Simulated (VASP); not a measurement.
# BN (P6_3mc) in VASP: settings compared

Aim: see how the results for BN move with the level of theory and the settings. Levels: PBE, PBEsol. Tasks: relaxation of cell and atoms.

All numbers are computed with VASP 6.6.1; they aren't measurements. Logs are shortened: lines on timing, memory, paths and dates and some standing lists are left out, and cuts for length are marked.

**1. The cell of the first run**

The structure is hexagonal, space group P6_3mc (No. 186). The conventional cell has a = 2.384 Å, b = 2.384 Å, c = 3.893 Å, α = 90.00°, β = 90.00°, γ = 120.00°. B (site symmetry 3m) has 4 N at 1.46 Å within 1.9 Å. Within 1.9 Å of N (site symmetry 3m) lie 4 B at 1.46 Å.

**2. Relaxation of cell and atoms, PBE**

The input, INCAR:

```
SYSTEM = BN
  PREC = Accurate
  ENCUT = 600
  EDIFF = 1E-7
  ISMEAR = -1
  SIGMA = 0.02
  LREAL = .FALSE.
  LASPH = .TRUE.
  NELM = 80
  ALGO = Normal
  ISIF = 3
  LWAVE = .FALSE.
  LCHARG = .FALSE.
  GGA = PE
  IBRION = 2
  NSW = 80
  EDIFFG = -0.005
```

The input, KPOINTS:

```
Automatic mesh
0
G
  12 12 6
  0 0 0
```

The input, POSCAR:

```
BN
1.0
    2.3841700163      0.0000000000      0.0000000000
   -1.1920850082      2.0647518011      0.0000000000
    0.0000000000      0.0000000000      3.8933496366
B N
2 2
Direct
    0.3333333333      0.6666666667      0.0000000000
    0.6666666667      0.3333333333      0.5000000000
    0.3333333333      0.6666666667      0.3750000000
    0.6666666667      0.3333333333      0.8750000000
```

Potentials or basis: VASP PAW PBE potentials, release 64 (B, N).

Launch:

```bash
> cat potpaw_PBE.64/B/POTCAR potpaw_PBE.64/N/POTCAR > POTCAR
> mpirun -np 1 vasp_std > vasp.out
```

OUTCAR:

```text
SYSTEM = BN
   PREC = Accurate
   ENCUT = 600
   EDIFF = 1E-7
   ISMEAR = -1
   LREAL = .FALSE.
   LASPH = .TRUE.
   NELM = 80
   ISIF = 3
   GGA = PE
   IBRION = 2
   NSW = 80
   EDIFFG = -0.005

 ion  position               nearest neighbor table
   1  0.333  0.667  0.000-   4 1.46   4 1.46   4 1.46   3 1.46
   2  0.667  0.333  0.500-   3 1.46   3 1.46   3 1.46   4 1.46
   3  0.333  0.667  0.375-   2 1.46   2 1.46   2 1.46   1 1.46
   4  0.667  0.333  0.875-   1 1.46   1 1.46   1 1.46   2 1.46

  LATTYP: Found a hexagonal cell.
 ALAT       =     2.3841700163
 C/A-ratio  =     1.6330000000

  Lattice vectors:

 A1 = (   2.3841700163,   0.0000000000,   0.0000000000)
 A2 = (  -1.1920850082,   2.0647518011,   0.0000000000)
 A3 = (   0.0000000000,   0.0000000000,   3.8933496366)

Analysis of symmetry for initial positions (statically):
=====================================================================
 Subroutine PRICEL returns:
 Original cell was already a primitive cell.

 Routine SETGRP: Setting up the symmetry group for a
 hexagonal supercell.

 Subroutine GETGRP returns: Found 12 space group operations
 (whereof  6 operations were pure point group operations)
 out of a pool of 24 trial point group operations.

The static configuration has the point symmetry C_3v.
 The point group associated with its full space group is C_6v.

Analysis of symmetry for dynamics (positions and initial velocities):
=====================================================================
 Subroutine PRICEL returns:
 Original cell was already a primitive cell.

 Routine SETGRP: Setting up the symmetry group for a
 hexagonal supercell.

 Subroutine GETGRP returns: Found 12 space group operations
 (whereof  6 operations were pure point group operations)
 out of a pool of 24 trial point group operations.

The dynamic configuration has the point symmetry C_3v.
 The point group associated with its full space group is C_6v.

 Subroutine INISYM returns: Found 12 space group operations
 (whereof  6 operations are pure point group operations),
 and found     1 'primitive' translations

----------------------------------------------------------------------------------------

                                     Primitive cell

  volume of cell :      19.1659

  direct lattice vectors                    reciprocal lattice vectors
     2.384170016  0.000000000  0.000000000     0.419433175  0.242159857  0.000000000
    -1.192085008  2.064751801  0.000000000     0.000000000  0.484319713  0.000000000
     0.000000000  0.000000000  3.893349637     0.000000000  0.000000000  0.256848240

  length of vectors
     2.384170016  2.384170016  3.893349637     0.484319713  0.484319713  0.256848240

  position of ions in fractional coordinates (direct lattice)
     0.333333333  0.666666667  0.000000000
     0.666666667  0.333333333  0.500000000
     0.333333333  0.666666667  0.375000000
     0.666666667  0.333333333  0.875000000

  ion indices of the primitive-cell ions
   primitive index   ion index
                 1           1
                 2           2
                 3           3
                 4           4

----------------------------------------------------------------------------------------

 KPOINTS: Automatic mesh

Automatic generation of k-mesh.
 Grid dimensions read from file:
 generate k-points for:   12   12    6

 Generating k-lattice:

  Cartesian coordinates                     Fractional coordinates (reciprocal lattice)
     0.034952765  0.020179988  0.000000000     0.083333333  0.000000000  0.000000000
     0.000000000  0.040359976  0.000000000     0.000000000  0.083333333  0.000000000
     0.000000000  0.000000000  0.042808040     0.000000000  0.000000000  0.166666667

  Length of vectors
     0.040359976  0.040359976  0.042808040

  Shift w.r.t. Gamma in fractional coordinates (k-lattice)
     0.000000000  0.000000000  0.000000000

 Subroutine IBZKPT returns following result:
 ===========================================

 Found     76 irreducible k-points:

 Following reciprocal coordinates:
            Coordinates               Weight
  0.000000  0.000000  0.000000      1.000000
  0.083333  0.000000  0.000000      6.000000
  0.166667  0.000000  0.000000      6.000000
  0.250000  0.000000  0.000000      6.000000
  0.333333  0.000000  0.000000      6.000000
  0.416667  0.000000  0.000000      6.000000
[... 16 lines left out ...]
  0.250000  0.000000  0.166667     12.000000
  0.333333  0.000000  0.166667     12.000000
 [... further k-points ...]
   k-points           NKPTS =     76   k-points in BZ     NKDIM =     76   number of bands    NBANDS=     12
   number of dos      NEDOS =    301   number of ions     NIONS =      4
   total plane-waves  NPLWV =  12800
   dimension x,y,z NGX =    20 NGY =   20 NGZ =   32
   dimension x,y,z NGXF=    40 NGYF=   40 NGZF=   64
   ions per type =               2   2
   NGX,Y,Z   is equivalent  to a cutoff of  13.95, 13.95, 13.66 a.u.
   NGXF,Y,Z  is equivalent  to a cutoff of  27.89, 27.89, 27.33 a.u.
 SYSTEM =  BN
   PREC   = accura    normal or accurate (medium, high low for compatibility)
   ISTART =      0    job   : 0-new  1-cont  2-samecut
   ICHARG =      2    charge: 1-file 2-atom 10-const
   ISPIN  =      1    spin polarized calculation?
   LNONCOLLINEAR =      F non collinear calculations
   LSORBIT =      F    spin-orbit coupling
   LASPH  =      T    aspherical Exc in radial PAW
   ENCUT  =  600.0 eV  44.10 Ry    6.64 a.u.   4.76  4.76  7.78*2*pi/ulx,y,z
   NELM   =     80;   NELMIN=  2; NELMDL= -5     # of ELM steps
   EDIFF  = 0.1E-06   stopping-criterion for ELM
   LREAL  =      F    real-space projection
   EDIFFG = -.5E-02   stopping-criterion for IOM
   NSW    =     80    number of steps for IOM
   IBRION =      2    ionic relax: 0-MD 1-quasi-New 2-CG
   NFREE  =      1    steps in history (QN), initial steepest desc. (CG)
   ISIF   =      3    stress and relaxation
   ISYM   =      2    0-nonsym 1-usesym 2-fastsym
   POTIM  = 0.5000    time-step for ionic-motion
   TEBEG  =    0.0;   TEEND  =   0.0 temperature during run
   PSTRESS=    0.0 pullay stress
   NELECT =      16.0000    total number of electrons
   NUPDOWN=      -1.0000    fix difference up-down
   EMIN   =  10.00;   EMAX   =-10.00  energy-range for DOS
   EFERMI =   0.00;   METHOD = LEGACY
   ISMEAR =    -1;   SIGMA  =   0.02  broadening in eV -4-tet -1-fermi 0-gaus
   EFERMI_NEDOS =   21; number of points for ismear=-14 and -15
   IALGO  =     38    algorithm
   IMIX   =      4    mixing-type and parameters
     AMIX     =   0.40;   BMIX     =  1.00
     AMIX_MAG =   1.60;   BMIX_MAG =  1.00
  volume/ion in A,a.u.               =       4.79        32.33
  Fermi-wavevector in a.u.,A,eV,Ry     =   1.541483  2.912980 32.329742  2.376169
  Thomas-Fermi vector in A             =   2.647422
   LORBIT       =      0    0 simple, 1 ext, 2 COOP (PROOUT), +10 PAW based schemes
   GGA     = PE    functional components
   LHFCALC =     F    Hartree Fock is set to
   AEXX    =    0.0000 exact exchange contribution
   IVDW    =     0    specifies the selected vdW correction
   LEPSILON=     F    determine dielectric tensor
   LRPA    =     F    only Hartree local field effects (RPA)
 conjugate gradient relaxation of ions
 non-spin polarized calculation
  energy-cutoff  :      600.00
  volume of cell :       19.17
 maximum number of plane-waves:       652
 NGX is ok and might be reduce to    20
   NGX =  9   NGY =  9   NGZ = 15

--------------------------------------- Ionic step        1  -------------------------------------------

 number of electron      16.0000000 magnetization

 Free energy of the ion-electron system (eV)
  ---------------------------------------------------
  ext. energy  EPLUGINS =         0.00000000
  ---------------------------------------------------
  free energy    TOTEN  =       -33.29203272 eV

  energy without entropy =      -33.29203272  energy(sigma->0) =      -33.29203272

 E-fermi :  10.8555     XC(G=0): -13.8740

 val. band max:       10.3941528475   @ k =   0.0000   0.0000   0.0000
 cond. band min:      15.2208758912   @ k =   0.3333   0.3333   0.0000
 fundamental gap:      4.8267230437
 Fermi energy:        10.8555067228

 k-point     1 :       0.0000    0.0000    0.0000
  band No.  band energies     occupation
      1     -12.6265      2.00000
      2      -7.2945      2.00000
      3      -2.6232      2.00000
      4       7.6596      2.00000
      5       7.6596      2.00000
      6      10.1356      2.00000
      7      10.3942      2.00000
      8      10.3942      2.00000
      9      19.4910      0.00000
     10      19.4910      0.00000
     11      20.5363      0.00000
     12      22.3778      0.00000
[... 331 lines left out ...]
 k-point    24 :       0.3333    0.0000    0.1667
  band No.  band energies     occupation
      1      -9.7305      2.00000
      2      -6.1282      2.00000
      3      -0.1511      2.00000
      4       1.7124      2.00000
      5       3.5795      2.00000
      6       4.9966      2.00000
      7       7.3404      2.00000
      8       8.0713      2.00000
      9      18.0692      0.00000
     10      19.6653      0.00000
     11      22.5897      0.00000
     12      23.0910      0.00000

 [... further k-points ...]

------------------------ aborting loop because EDIFF is reached ----------------------------------------

  FORCE on cell =-STRESS in cart. coord.  units (eV):
  Direction    XX          YY          ZZ          XY          YZ          ZX
  --------------------------------------------------------------------------------------
  -------------------------------------------------------------------------------------
  Total       13.7991177     13.7991177     16.4405422     -0.0000000     -0.0000000      0.0000000
  in kB     1153.5420162   1153.5420163   1374.3528138     -0.0000000     -0.0000000      0.0000000
  external PRESSURE =    1227.1456154 kB  Pullay stress =       0.0000000 kB
[... 251 lines left out ...]
  energy  without entropy=      -34.8271691997  energy(sigma->0) =      -34.82716920

--------------------------------------- Ionic step        8  -------------------------------------------

 number of electron      16.0000000 magnetization

 Free energy of the ion-electron system (eV)
  ---------------------------------------------------
  ext. energy  EPLUGINS =         0.00000000
  ---------------------------------------------------
  free energy    TOTEN  =       -34.82728339 eV

  energy without entropy =      -34.82728339  energy(sigma->0) =      -34.82728339

 E-fermi :   7.8133     XC(G=0): -12.7578

 val. band max:        7.4205275658   @ k =   0.0000   0.0000   0.0000
 cond. band min:      12.6308416878   @ k =   0.3333   0.3333   0.0000
 fundamental gap:      5.2103141221
 Fermi energy:         7.8132881053

 k-point     1 :       0.0000    0.0000    0.0000
  band No.  band energies     occupation
      1     -12.8574      2.00000
      2      -8.7529      2.00000
      3      -3.3923      2.00000
      4       5.3187      2.00000
      5       5.3187      2.00000
      6       7.1576      2.00000
      7       7.4205      2.00000
      8       7.4205      2.00000
      9      15.7494      0.00000
     10      15.7494      0.00000
     11      15.9707      0.00000
     12      16.8166      0.00000
[... 331 lines left out ...]
 k-point    24 :       0.3333    0.0000    0.1667
  band No.  band energies     occupation
      1     -10.4372      2.00000
      2      -7.7177      2.00000
      3      -1.3164      2.00000
      4       0.1221      2.00000
      5       1.4917      2.00000
      6       3.1724      2.00000
      7       4.9592      2.00000
      8       5.5370      2.00000
      9      14.2500      0.00000
     10      15.7138      0.00000
     11      18.2796      0.00000
     12      18.3468      0.00000

 [... further k-points ...]

------------------------ aborting loop because EDIFF is reached ----------------------------------------

  FORCE on cell =-STRESS in cart. coord.  units (eV):
  Direction    XX          YY          ZZ          XY          YZ          ZX
  --------------------------------------------------------------------------------------
  -------------------------------------------------------------------------------------
  Total       -0.0062212     -0.0062212     -0.0063650      0.0000000      0.0000000      0.0000000
  in kB       -0.4172000     -0.4172000     -0.4268437      0.0000000      0.0000000      0.0000000
  external PRESSURE =      -0.4204146 kB  Pullay stress =       0.0000000 kB
[... 19 lines left out ...]
  FREE ENERGIE OF THE ION-ELECTRON SYSTEM (eV)
  ---------------------------------------------------
  free  energy   TOTEN  =       -34.8272833940 eV

  energy  without entropy=      -34.8272833940  energy(sigma->0) =      -34.82728339

 reached required accuracy - stopping structural energy minimisation
```

It took 2.7 min on 1 thread of AMD EPYC 7R13, shared host; peak memory 0.11 GiB.

Results:

```yaml
Free_energy: -34.8273 eV
Relaxed_volume: 5.97 Å³/atom
Relaxed_cell: a = 2.555 Å, b = 2.555 Å, c = 4.225 Å, α = 90.00°, β = 90.00°, γ = 120.00°
Space_group_after_relaxing_to_0.05_Å: P6_3mc (No. 186)
Energy_gained_by_relaxing: 383.8 meV/atom
Ionic_steps: 8
Pressure_after_relaxing: 0.0 GPa
Band_gap_on_the_k_mesh: 5.21 eV, indirect (least direct gap 8.23 eV)
```

Step by step:
| step | energy change (eV) | largest force (eV/Å) | pressure (GPa) | volume (Å³) |
| --- | --- | --- | --- | --- |
| 1 | 0.0000 | 0.0634 | 122.71 | 19.17 |
| 2 | 0.2209 | 0.3629 | -62.06 | 31.25 |
| 3 | -1.5315 | 0.0515 | -4.15 | 24.16 |
| 4 | -1.5350 | 0.0430 | -0.84 | 23.94 |
| 5 | -1.5351 | 0.0392 | 0.77 | 23.84 |
| 6 | -1.5351 | 0.0383 | 0.77 | 23.84 |
| 7 | -1.5351 | 0.0014 | 0.76 | 23.84 |
| 8 | -1.5353 | 0.0011 | -0.04 | 23.89 |

Final structure:
```
CELL_PARAMETERS angstrom
2.55518 0.00000 0.00000
-1.27759 2.21285 0.00000
0.00000 0.00000 4.22541
ATOMIC_POSITIONS crystal
B 0.33333 0.66667 0.00020
B 0.66667 0.33333 0.50020
N 0.33333 0.66667 0.37480
N 0.66667 0.33333 0.87480
```

Caveat: the volume moved by over 15 % at a fixed basis, so the end points are rough. A k mesh can miss the band edges.

**3. Relaxation of cell and atoms, PBEsol**

This run uses another cell than the first one, of 5.97 Å³/atom, 1.246 times its volume.

The input, INCAR:

```
ALGO = Normal ; EDIFF = 1E-7
EDIFFG = -0.005 ; ENCUT = 600
GGA = PS ; IBRION = 2
ISIF = 3 ; ISMEAR = -1
LASPH = T ; LCHARG = F
LREAL = F ; LWAVE = F
NELM = 60 ; NSW = 80
PREC = Accurate ; SIGMA = 0.02
```

The input, KPOINTS:

```
k-points
0
Gamma
  12 12 6
```

The input, POSCAR:

```
BN
1.0
    2.5544338114      0.0000000000      0.0000000000
   -1.2772169057      2.2122045730      0.0000000000
    0.0000000000      0.0000000000      4.2244270483
B N
2 2
Direct
    0.3333333333      0.6666666667      0.0001896167
    0.6666666667      0.3333333333      0.5001896167
    0.3333333333      0.6666666667      0.3748103833
    0.6666666667      0.3333333333      0.8748103833
```

Potentials or basis: VASP PAW PBE potentials, release 64 (B, N).

Launch:

```bash
> cat potpaw_PBE.64/B/POTCAR potpaw_PBE.64/N/POTCAR > POTCAR
> mpirun -np 1 vasp_std > vasp.out
```

Wall time 2.1 min (1 thread of AMD EPYC 7R13, shared host); peak memory 0.12 GiB.

Results (log left out):

- Free energy: -36.6347 eV
- Relaxed volume: 5.88 Å³/atom
- Relaxed cell: a = 2.542 Å, b = 2.542 Å, c = 4.204 Å, α = 90.00°, β = 90.00°, γ = 120.00°
- Space group after relaxing (to 0.05 Å): P6_3mc (No. 186)
- Energy gained by relaxing: 1.5 meV/atom
- Ionic steps: 6
- Pressure after relaxing: 0.0 GPa
- Band gap on the k mesh: 4.95 eV, indirect (least direct gap 8.22 eV)

The path:
```tsv
step	energy change (eV)	largest force (eV/Å)	pressure (GPa)	volume (Å³)
1	0.0000	0.0059	-5.57	23.87
2	0.0006	0.0160	6.13	23.16
3	-0.0062	0.0108	-0.01	23.52
4	-0.0062	0.0109	0.10	23.52
5	-0.0062	0.0118	-0.10	23.53
6	-0.0062	0.0004	0.00	23.52
```

Final structure:
```
B N
1.0
     2.54172    0.00000    0.00000
    -1.27086    2.20120    0.00000
     0.00000    0.00000    4.20409
B N
2 2
Direct
  0.33333 0.66667 0.00028
  0.66667 0.33333 0.50028
  0.33333 0.66667 0.37472
  0.66667 0.33333 0.87472
```

Levels at points of the mesh, in eV from the valence-band top:
| k point | band 5 | band 6 | band 7 | band 8 | band 9 | band 10 | band 11 | band 12 |
| --- | --- | --- | --- | --- | --- | --- | --- | --- |
| (0.00, 0.00, 0.00) | -2.15 | -0.28 | 0.00 | 0.00 | 8.32 | 8.32 | 8.57 | 9.53 |
| (0.50, 0.00, 0.00) | -6.99 | -5.05 | -4.51 | -2.13 | 6.57 | 7.82 | 10.54 | 11.42 |
| (0.00, 0.00, 0.50) | -1.19 | -1.19 | -1.19 | -1.19 | 9.47 | 9.47 | 9.89 | 9.89 |
| (0.50, 0.00, 0.50) | -3.81 | -3.81 | -3.61 | -3.61 | 6.46 | 6.46 | 9.96 | 9.96 |

Caveat: the PAW data sets were made with another functional, which shifts forces and pressure a little. A hybrid or GW would open this gap; PBEsol tends to underestimate it.
